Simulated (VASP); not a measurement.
# MnAl2B3 (P-3m1) in VASP: single point with PBE

Aim: the single point of MnAl2B3 with PBE.

Program: VASP 6.6.1. These are calculated values, not measurements. Logs are shortened: lines on timing, memory, paths and dates and some standing lists are left out, and cuts for length are marked.

**1. The cell of the first run**

The structure is trigonal, space group P-3m1 (No. 164). The conventional cell has a = 3.025 Å, b = 3.025 Å, c = 16.502 Å, α = 90.00°, β = 90.00°, γ = 120.00°. Mn (site symmetry 3m) has 12 B at 2.24 to 2.44 Å and 7 Mn at 2.80 to 3.03 Å within 3.1 Å. Within 3.4 Å of Al (site symmetry 3m) lie 6 B at 2.39 to 2.41 Å and 9 Al at 2.94 to 3.03 Å and 1 Mn at 3.33 Å. Within 3.8 Å of Al (site symmetry 3m) lie 12 Al at 2.91 to 3.03 Å. B (site symmetry 3m) has 3 B at 1.75 Å within 2.3 Å. Within 2.5 Å of B (site symmetry 3m) lie 3 B at 1.75 Å and 3 Al at 2.39 Å and 3 Mn at 2.44 Å. Within 2.3 Å of B (site symmetry 3m) lie 3 B at 1.75 Å and 6 Mn at 2.24 Å.

**2. Single point, PBE, collinear spin, antiferromagnetic start (10.90 Å³/atom)**

INCAR reads:

```
PREC = Accurate
ENCUT = 500
EDIFF = 1E-6
ISMEAR = 0
SIGMA = 0.1
LREAL = False
LASPH = True
NELM = 200
ALGO = Normal
ISIF = 2
LWAVE = False
LCHARG = False
ISPIN = 2
MAGMOM = 2.28 -2.28 0 0 0 0 0 0 0 0 0 0
LORBIT = 11
LMAXMIX = 4
GGA = PE
NBANDS = 44
GGA_COMPAT = False
```

KPOINTS reads:

```
regular mesh
0
Gamma
  12 12 2
```

POSCAR reads:

```
MnAl2B3
1.0
    3.0253201758      0.0000000000      0.0000000000
   -1.5126600879      2.6200041268      0.0000000000
    0.0000000000      0.0000000000     16.5015014790
Mn Al B
2 4 6
Direct
    0.0000000000      0.0000000000      0.0847490841
    0.0000000000      0.0000000000      0.9152509894
    0.0000000000      0.0000000000      0.7136603617
    0.0000000000      0.0000000000      0.2863396041
    0.6666666667      0.3333333333      0.5706212207
    0.3333333333      0.6666666667      0.4293787917
    0.3333333333      0.6666666667      0.1861143551
    0.6666666667      0.3333333333      0.1878351087
    0.3333333333      0.6666666667     -0.0000372273
    0.6666666667      0.3333333333      1.0000372932
    0.6666666667      0.3333333333      0.8138855906
    0.3333333333      0.6666666667      0.8121648280
```

Potentials or basis: VASP PAW PBE potentials, release 64 (Mn_pv, Al, B).

Run with:

```sh
$ cat potpaw_PBE.64/Mn_pv/POTCAR potpaw_PBE.64/Al/POTCAR potpaw_PBE.64/B/POTCAR > POTCAR
$ mpirun -np 1 vasp_std > vasp.out
```

OUTCAR:

```text
PREC = Accurate
   ENCUT = 500
   EDIFF = 1E-6
   ISMEAR = 0
   LREAL = False
   LASPH = True
   NELM = 200
   ISIF = 2
   ISPIN = 2
   LORBIT = 11
   GGA = PE

 ion  position               nearest neighbor table
   1  0.000  0.000  0.085-  10 2.24  10 2.24  10 2.24   9 2.24   9 2.24   9 2.24   7 2.42   7 2.42
                             7 2.42   8 2.44   8 2.44   8 2.44   2 2.80
   2  0.000  0.000  0.915-   9 2.24   9 2.24   9 2.24  10 2.24  10 2.24  10 2.24  11 2.42  11 2.42
                            11 2.42  12 2.44  12 2.44  12 2.44   1 2.80
   3  0.000  0.000  0.714-  12 2.39  12 2.39  12 2.39  11 2.41  11 2.41  11 2.41   5 2.94   5 2.94
                             5 2.94
   4  0.000  0.000  0.286-   8 2.39   8 2.39   8 2.39   7 2.41   7 2.41   7 2.41   6 2.94   6 2.94
                             6 2.94
   5  0.667  0.333  0.571-   6 2.91   6 2.91   6 2.91   3 2.94   3 2.94   3 2.94
   6  0.333  0.667  0.429-   5 2.91   5 2.91   5 2.91   4 2.94   4 2.94   4 2.94
   7  0.333  0.667  0.186-   8 1.75   8 1.75   8 1.75   4 2.41   4 2.41   4 2.41   1 2.42   1 2.42
                             1 2.42
   8  0.667  0.333  0.188-   7 1.75   7 1.75   7 1.75   4 2.39   4 2.39   4 2.39   1 2.44   1 2.44
                             1 2.44
   9  0.333  0.667  1.000-  10 1.75  10 1.75  10 1.75   2 2.24   2 2.24   2 2.24   1 2.24   1 2.24
                             1 2.24
  10  0.667  0.333  0.000-   9 1.75   9 1.75   9 1.75   1 2.24   1 2.24   1 2.24   2 2.24   2 2.24
                             2 2.24
  11  0.667  0.333  0.814-  12 1.75  12 1.75  12 1.75   3 2.41   3 2.41   3 2.41   2 2.42   2 2.42
                             2 2.42
  12  0.333  0.667  0.812-  11 1.75  11 1.75  11 1.75   3 2.39   3 2.39   3 2.39   2 2.44   2 2.44
                             2 2.44

  LATTYP: Found a hexagonal cell.
 ALAT       =     3.0253201758
 C/A-ratio  =     5.4544644930

  Lattice vectors:

 A1 = (   3.0253201758,   0.0000000000,   0.0000000000)
 A2 = (  -1.5126600879,   2.6200041268,   0.0000000000)
 A3 = (   0.0000000000,   0.0000000000,  16.5015014790)

Analysis of symmetry for initial positions (statically):
=====================================================================
 Subroutine PRICEL returns:
 Original cell was already a primitive cell.

 Routine SETGRP: Setting up the symmetry group for a
 hexagonal supercell.

 Subroutine GETGRP returns: Found 12 space group operations
 (whereof 12 operations were pure point group operations)
 out of a pool of 24 trial point group operations.

The static configuration has the point symmetry D_3d.

Analysis of symmetry for dynamics (positions and initial velocities):
=====================================================================
 Subroutine PRICEL returns:
 Original cell was already a primitive cell.

 Routine SETGRP: Setting up the symmetry group for a
 hexagonal supercell.

 Subroutine GETGRP returns: Found 12 space group operations
 (whereof 12 operations were pure point group operations)
 out of a pool of 24 trial point group operations.

The dynamic configuration has the point symmetry D_3d.

Analysis of structural, dynamic, and magnetic symmetry:
=====================================================================
 Subroutine PRICEL returns:
 Original cell was already a primitive cell.

 Routine SETGRP: Setting up the symmetry group for a
 hexagonal supercell.

 Subroutine GETGRP returns: Found 12 space group operations
 (whereof 12 operations were pure point group operations)
 out of a pool of 24 trial point group operations.

The overall configuration has the point symmetry D_3d.

 Subroutine INISYM returns: Found 12 space group operations
 (whereof 12 operations are pure point group operations),
 and found     1 'primitive' translations

----------------------------------------------------------------------------------------

                                     Primitive cell

  volume of cell :     130.7967

  direct lattice vectors                    reciprocal lattice vectors
     3.025320176  0.000000000  0.000000000     0.330543527  0.190839394  0.000000000
    -1.512660088  2.620004127  0.000000000     0.000000000  0.381678788  0.000000000
     0.000000000  0.000000000 16.501501479     0.000000000  0.000000000  0.060600546

  length of vectors
     3.025320176  3.025320176 16.501501479     0.381678788  0.381678788  0.060600546

  position of ions in fractional coordinates (direct lattice)
     0.000000000  0.000000000  0.084749084
     0.000000000  0.000000000  0.915250989
     0.000000000  0.000000000  0.713660362
     0.000000000  0.000000000  0.286339604
     0.666666667  0.333333333  0.570621221
     0.333333333  0.666666667  0.429378792
     0.333333333  0.666666667  0.186114355
     0.666666667  0.333333333  0.187835109
     0.333333333  0.666666667  0.999962773
     0.666666667  0.333333333  0.000037293
     0.666666667  0.333333333  0.813885591
     0.333333333  0.666666667  0.812164828

[... 46 lines left out ...]
  0.250000  0.000000  0.000000      6.000000
  0.333333  0.000000  0.000000      6.000000
  0.416667  0.000000  0.000000      6.000000
[... 16 lines left out ...]
  0.250000  0.000000  0.500000      6.000000
  0.333333  0.000000  0.500000      6.000000
 [... further k-points ...]
   k-points           NKPTS =     38   k-points in BZ     NKDIM =     38   number of bands    NBANDS=     44
   number of dos      NEDOS =    301   number of ions     NIONS =     12
   total plane-waves  NPLWV =  69120
   dimension x,y,z NGX =    24 NGY =   24 NGZ =  120
   dimension x,y,z NGXF=    48 NGYF=   48 NGZF=  240
   ions per type =               2   4   6
   NGX,Y,Z   is equivalent  to a cutoff of  13.19, 13.19, 12.09 a.u.
   NGXF,Y,Z  is equivalent  to a cutoff of  26.38, 26.38, 24.18 a.u.
 SYSTEM =  unknown system
   PREC   = accura    normal or accurate (medium, high low for compatibility)
   ISTART =      0    job   : 0-new  1-cont  2-samecut
   ICHARG =      2    charge: 1-file 2-atom 10-const
   ISPIN  =      2    spin polarized calculation?
   LNONCOLLINEAR =      F non collinear calculations
   LSORBIT =      F    spin-orbit coupling
   LASPH  =      T    aspherical Exc in radial PAW
   ENCUT  =  500.0 eV  36.75 Ry    6.06 a.u.   5.52  5.52 30.09*2*pi/ulx,y,z
   NELM   =    200;   NELMIN=  2; NELMDL= -5     # of ELM steps
   EDIFF  = 0.1E-05   stopping-criterion for ELM
   LREAL  =      F    real-space projection
   EDIFFG = 0.1E-04   stopping-criterion for IOM
   NSW    =      0    number of steps for IOM
   IBRION =     -1    ionic relax: 0-MD 1-quasi-New 2-CG
   NFREE  =      0    steps in history (QN), initial steepest desc. (CG)
   ISIF   =      2    stress and relaxation
   ISYM   =      2    0-nonsym 1-usesym 2-fastsym
   POTIM  = 0.5000    time-step for ionic-motion
   TEBEG  =    0.0;   TEEND  =   0.0 temperature during run
   PSTRESS=    0.0 pullay stress
   NELECT =      56.0000    total number of electrons
   NUPDOWN=      -1.0000    fix difference up-down
   EMIN   =  10.00;   EMAX   =-10.00  energy-range for DOS
   EFERMI =   0.00;   METHOD = LEGACY
   ISMEAR =     0;   SIGMA  =   0.10  broadening in eV -4-tet -1-fermi 0-gaus
   EFERMI_NEDOS =   21; number of points for ismear=-14 and -15
   IALGO  =     38    algorithm
   IMIX   =      4    mixing-type and parameters
     AMIX     =   0.40;   BMIX     =  1.00
     AMIX_MAG =   1.60;   BMIX_MAG =  1.00
  volume/ion in A,a.u.               =      10.90        73.55
  Fermi-wavevector in a.u.,A,eV,Ry     =   1.233877  2.331690 20.714227  1.522453
  Thomas-Fermi vector in A             =   2.368590
   LORBIT       =     11    0 simple, 1 ext, 2 COOP (PROOUT), +10 PAW based schemes
   GGA     = PE    functional components
   LHFCALC =     F    Hartree Fock is set to
   AEXX    =    0.0000 exact exchange contribution
   IVDW    =     0    specifies the selected vdW correction
   LEPSILON=     F    determine dielectric tensor
   LRPA    =     F    only Hartree local field effects (RPA)
 spin polarized calculation
 Gauss-broadening in eV      SIGMA  =   0.10
  energy-cutoff  :      500.00
  volume of cell :      130.80
 maximum number of plane-waves:      3397
 NGX is ok and might be reduce to    24
   NGX = 11   NGY = 11   NGZ = 61

 number of electron      55.9999998 magnetization       0.0000000

 Free energy of the ion-electron system (eV)
  ---------------------------------------------------
  ext. energy  EPLUGINS =         0.00000000
  ---------------------------------------------------
  free energy    TOTEN  =       -74.51014364 eV

  energy without entropy =      -74.48958637  energy(sigma->0) =      -74.49986501

 E-fermi :   8.2088     XC(G=0): -11.3348

 val. band max:        8.2008125493   @ k =   0.4167   0.1667   0.5000
 cond. band min:       8.2165507490   @ k =   0.2500   0.1667   0.5000
 fundamental gap:      0.0157381997
 Fermi energy:         8.2087886441

 spin component 1

 k-point     1 :       0.0000    0.0000    0.0000
  band No.  band energies     occupation
      1     -41.5179      1.00000
      2     -41.3331      1.00000
      3     -41.3331      1.00000
      4     -38.9728      1.00000
      5     -38.7247      1.00000
      6     -38.7247      1.00000
[... 1021 lines left out ...]
     39      12.8416      0.00000
     40      13.0025      0.00000

 [... further k-points ...]

 spin component 2

 k-point     1 :       0.0000    0.0000    0.0000
  band No.  band energies     occupation
      1     -41.5177      1.00000
      2     -41.3329      1.00000
      3     -41.3329      1.00000
      4     -38.9729      1.00000
      5     -38.7249      1.00000
      6     -38.7249      1.00000
[... 1021 lines left out ...]
     39      12.8416      0.00000
     40      13.0025      0.00000

 [... further k-points ...]

 [bands above 40 left out]

------------------------ aborting loop because EDIFF is reached ----------------------------------------

  FORCE on cell =-STRESS in cart. coord.  units (eV):
  Direction    XX          YY          ZZ          XY          YZ          ZX
  --------------------------------------------------------------------------------------
  -------------------------------------------------------------------------------------
  Total       -5.4027829     -5.4027829     -5.4547809     -0.0000000      0.0000000      0.0000000
  in kB      -66.1806945    -66.1806945    -66.8176373     -0.0000000      0.0000000      0.0000000
  external PRESSURE =     -66.3930088 kB  Pullay stress =       0.0000000 kB

 VOLUME and BASIS-vectors are now :
 -----------------------------------------------------------------------------
  energy-cutoff  :      500.00
  volume of cell :      130.80
      direct lattice vectors                 reciprocal lattice vectors
     3.025320176  0.000000000  0.000000000     0.330543527  0.190839394  0.000000000
    -1.512660088  2.620004127  0.000000000     0.000000000  0.381678788  0.000000000
     0.000000000  0.000000000 16.501501479     0.000000000  0.000000000  0.060600546

 POSITION                                       TOTAL-FORCE (eV/Angst)
 -----------------------------------------------------------------------------------
      0.00000      0.00000      1.39849        -0.000000     -0.000000      0.025507
      0.00000      0.00000     15.10302         0.000000      0.000000     -0.025507
      0.00000      0.00000     11.77647         0.000000      0.000000      0.003415
      0.00000      0.00000      4.72503        -0.000000     -0.000000     -0.003415
      1.51266      0.87333      9.41611         0.000000     -0.000000     -0.001899
     -0.00000      1.74667      7.08539         0.000000      0.000000      0.001899
     -0.00000      1.74667      3.07117         0.000000     -0.000000      0.004315
      1.51266      0.87333      3.09956        -0.000000      0.000000      0.001955
     -0.00000      1.74667     16.50089         0.000000     -0.000000     -0.000544
      1.51266      0.87333      0.00062        -0.000000      0.000000      0.000544
      1.51266      0.87333     13.43033        -0.000000      0.000000     -0.004315
     -0.00000      1.74667     13.40194         0.000000     -0.000000     -0.001955
 -----------------------------------------------------------------------------------
    total drift:                               -0.000000     -0.000000     -0.001296

  FREE ENERGIE OF THE ION-ELECTRON SYSTEM (eV)
  ---------------------------------------------------
  free  energy   TOTEN  =       -74.5101436376 eV

  energy  without entropy=      -74.4895863730  energy(sigma->0) =      -74.49986501

 total charge

# of ion       s       p       d       tot
------------------------------------------
    1        0.268   6.317   5.211  11.796
    2        0.268   6.317   5.211  11.796
    3        0.402   0.311   0.000   0.713
    4        0.402   0.311   0.000   0.713
    5        0.442   0.295   0.000   0.738
    6        0.442   0.295   0.000   0.738
    7        0.677   1.279   0.000   1.956
    8        0.675   1.284   0.000   1.960
    9        0.677   1.318   0.000   1.995
   10        0.677   1.318   0.000   1.995
   11        0.677   1.279   0.000   1.956
   12        0.675   1.284   0.000   1.960
--------------------------------------------------
tot          6.282  21.610  10.422  38.314

 magnetization (x)

# of ion       s       p       d       tot
------------------------------------------
    1        0.014   0.016   2.374   2.403
    2       -0.014  -0.016  -2.374  -2.403
    3        0.003  -0.003   0.000  -0.000
    4       -0.003   0.003   0.000   0.000
    5        0.002  -0.001   0.000   0.001
    6       -0.002   0.001   0.000  -0.001
    7        0.003   0.013   0.000   0.016
    8        0.005   0.019   0.000   0.023
    9       -0.000  -0.000   0.000  -0.000
   10        0.000   0.000   0.000   0.000
   11       -0.003  -0.013   0.000  -0.016
   12       -0.005  -0.019   0.000  -0.023
--------------------------------------------------
tot          0.000   0.000   0.000   0.000
```

It took 13 min on 1 thread of Intel Xeon Platinum 8488C (Sapphire Rapids), shared host; peak memory 0.48 GiB.

Results:

```
Free energy                                           : -74.5101 eV
Pressure                                              : -6.6 GPa
Largest force                                         : 0.026 eV/Å
Band gap on the k mesh                                : zero (filled and empty bands overlap)
Net moment                                            : 0.00 μB per cell
Site moments                                          : Mn +2.40, -2.40; Al -0.00, +0.00 (each value once); B +0.02, -0.00, +0.00, -0.02 (each value once) μB
Valence electrons inside the program's atomic spheres : Mn 11.80; Al 0.71, 0.74 (each value once); B 1.96, 2.00 (each value once)
```

Forces in eV/Å, atoms in the order of the input:
```
Mn   0.000  0.000  0.026
Mn   0.000  0.000 -0.026
Al   0.000  0.000  0.003
Al   0.000  0.000 -0.003
Al   0.000  0.000 -0.002
Al   0.000  0.000  0.002
B    0.000  0.000  0.004
B    0.000  0.000  0.002
B    0.000  0.000 -0.001
B    0.000  0.000  0.001
B    0.000  0.000 -0.004
B    0.000  0.000 -0.002
```

Caveat: the cell stands under tension.
